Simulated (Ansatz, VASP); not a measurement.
**Two plane-wave programs on Al2Pt**

```
Al Pt
1.0
     0.00000    2.97212    2.97212
     2.97212    0.00000    2.97212
     2.97212    2.97212    0.00000
Al Pt
2 1
Direct
  0.25000 0.25000 0.25000
  0.75000 0.75000 0.75000
  0.00000 0.00000 0.00000
```

Alike in both runs: task single point; functional PBE; k mesh 10 × 10 × 10; occupations gaussian, width 0.05 eV; no spin polarisation.

```csv
,VASP,Ansatz
version,VASP 6.6.1,Ansatz 0.2.0
potentials or method,"VASP PAW PBE potentials, release 64 (Al, Pt), cutoff 520 eV","scalar-relativistic, plane waves, PAW"
valence electrons in the cell,16,24
```

Ansatz gave:

```
gap on the k mesh at the Fermi level (eV) : none
pressure (GPa)                            : 0.1
```

Task: Which values does VASP return?

Result: gap on the k mesh at the Fermi level (eV): none; pressure (GPa): 0.0.

A gap of «none» marks a metal or a gap that the smearing closes. VASP's potentials hold 16 valence electrons a cell and Ansatz's 24, so a difference there can come from the potentials and not from the codes.

Spin-orbit coupling is off throughout.
